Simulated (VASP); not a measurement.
Wanted: the native input for a VASP 6.6.1 run.

| Property | Result |
| --- | --- |
| Task | single point |
| Functional | PBEsol |
| Potentials or basis | VASP PAW PBE potentials, release 64 (Rb_sv, Br) |
| Cutoff | 500 eV |
| k mesh | 4 × 4 × 4 |
| Occupations | fermi-dirac, width 0.05 eV |
| Spin | no spin polarisation |
| Dipole correction | no |
| Further INCAR settings | ALGO = Normal; EDIFF = 1e-06; NBANDS = 15 |

The structure of RbBr lies in POSCAR:

```
RbBr
1.0
    0.0000000000      3.8694968646      3.8694968646
    3.8694968646      0.0000000000      3.8694968646
    3.8694968646      3.8694968646      0.0000000000
Rb Br
1 1
Direct
    0.0000000000      0.0000000000      0.0000000000
    0.2500000000      0.2500000000      0.2500000000
```

The input as run:

INCAR

```
SYSTEM = RbBr
  ALGO = Normal
  EDIFF = 1E-6
  ENCUT = 500
  GGA = PS
  GGA_COMPAT = .False.
  ISIF = 2
  ISMEAR = -1
  LASPH = .True.
  LCHARG = .False.
  LREAL = .False.
  LWAVE = .False.
  NBANDS = 15
  NELM = 120
  PREC = Accurate
  SIGMA = 0.05
```

KPOINTS

```
k-points
0
Gamma
  4 4 4
  0 0 0
```

Potentials or basis: VASP PAW PBE potentials, release 64 (Rb_sv, Br).

The run is started by

```sh
$ cat potpaw_PBE.64/Rb_sv/POTCAR potpaw_PBE.64/Br/POTCAR > POTCAR
$ mpirun -np 1 vasp_std > vasp.out
```

It gave:

```
Pressure               : -0.3 GPa
Band gap on the k mesh : 4.12 eV, indirect (least direct gap 4.21 eV)
```

Caveat: the PAW data sets were made with another functional, which shifts forces and pressure a little.

Run time: 32 s on 1 thread of Intel Xeon 8259CL, with other jobs on the host, peak memory 0.23 GiB.
